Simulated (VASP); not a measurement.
A run of VASP 6.6.1 is set up as follows.

The input INCAR:

```
ALGO     = Normal         # electronic algorithm
EDIFF    = 1E-7           # SCF threshold, eV
ENCUT    = 520            # plane-wave cutoff, eV
GGA      = PE             # functional
ISIF     = 2              # what is computed and relaxed
ISMEAR   = -1             # smearing method
LASPH    = T              # aspherical terms in the spheres
LCHARG   = F              # write CHGCAR
LREAL    = F              # projectors in reciprocal space
LWAVE    = F              # write WAVECAR
NBANDS   = 17             # bands
NELM     = 80             # most SCF steps
PREC     = Accurate       # precision mode
SIGMA    = 0.08           # smearing width, eV
```

Contents of KPOINTS:

```
k-points
0
Gamma
  11 11 11
```

Contents of POSCAR:

```
PbS
1.0
    0.0000000000      3.2112017667      3.2112017667
    3.2112017667      0.0000000000      3.2112017667
    3.2112017667      3.2112017667      0.0000000000
Pb S
1 1
Direct
    0.0000000000      0.0000000000      0.0000000000
    0.2500000000      0.2500000000      0.2500000000
```

Potentials or basis: VASP PAW PBE potentials, release 64 (Pb_d, S).

Run with:

```bash
$ cat potpaw_PBE.64/Pb_d/POTCAR potpaw_PBE.64/S/POTCAR > POTCAR
$ mpirun -np 1 vasp_std > vasp.out
```

(1) Predict the band gap on the k mesh.

(2) Estimate the pressure.

Results:

(1) 0.66 eV, indirect (least direct gap 1.16 eV).

(2) 4.4 GPa.

Caveat: spin-orbit coupling is left out, which moves the levels of the heavy elements.
